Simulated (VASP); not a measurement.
Write the native input for VASP 6.6.1 that does the following.

| Property | Result |
| --- | --- |
| Task | relaxation of shape and atoms at fixed volume |
| Functional | r2SCAN |
| Potentials or basis | VASP PAW PBE potentials, release 64 (Mg) |
| Cutoff | 600 eV |
| k mesh | 16 × 16 × 10 |
| Occupations | gaussian, width 0.05 eV |
| Spin | no spin polarisation |
| Dipole correction | no |
| Further INCAR settings | ALGO = Normal; EDIFF = 1e-07; IBRION = 2; EDIFFG = -0.01; NSW = 60; ISIF = 4 |

Crystal: Mg.

```xyz
2
Lattice="3.0986 0.0000 0.0000 -1.5493 2.6834 0.0000 0.0000 0.0000 4.9958" Properties=species:S:1:pos:R:3 pbc="T T T"
Mg    0.0000    1.7890    1.2490
Mg    1.5493    0.8945    3.7469
```

This cell differs from its parent crystal: volume scaled by 0.920.

These files were run (other wordings do the same):

POSCAR

```
Mg
1.0
    3.0985634982      0.0000000000      0.0000000000
   -1.5492817491      2.6834347047      0.0000000000
    0.0000000000      0.0000000000      4.9958216797
Mg
2
Direct
    0.3333333333      0.6666666667      0.2500000000
    0.6666666667      0.3333333333      0.7500000000
```

INCAR.step1

```
  PREC = Accurate
  ENCUT = 600
  ISMEAR = 0
  SIGMA = 0.05
  LREAL = False
  LASPH = True
  NELM = 60
  GGA = PE
  ALGO = Normal
  EDIFF = 1E-4
  LWAVE = True
  LCHARG = False
```

INCAR.step2

```
  PREC = Accurate
  ENCUT = 600
  EDIFF = 1E-7
  ISMEAR = 0
  SIGMA = 0.05
  LREAL = False
  LASPH = True
  NELM = 60
  ALGO = Normal
  ISIF = 4
  LWAVE = False
  LCHARG = False
  METAGGA = R2SCAN
  LMIXTAU = True
  IBRION = 2
  NSW = 60
  EDIFFG = -0.01
  ISTART = 1
```

KPOINTS

```
Automatic mesh
0
Gamma
  16 16 10
```

Potentials or basis: VASP PAW PBE potentials, release 64 (Mg).

Command:

```sh
$ cat potpaw_PBE.64/Mg/POTCAR > POTCAR
$ cp INCAR.step1 INCAR
$ mpirun -np 1 vasp_std > vasp.out
$ cp INCAR.step2 INCAR
$ mpirun -np 1 vasp_std > vasp.out
```

Results of the run:

```json
{"Pressure after relaxing": "3.6 GPa", "Band gap on the k mesh": "zero (band 2 reaches 4.22 eV, above the bottom of band 3 at 2.06 eV)"}
```

Caveat: the relaxation stopped at its first step, so nothing moved; the PAW data sets were made with another functional, which shifts forces and pressure a little.

Run time: 3.9 min on 1 thread of Oxide Virtual Turin-like Processor, with other jobs on the host, peak memory 0.19 GiB.
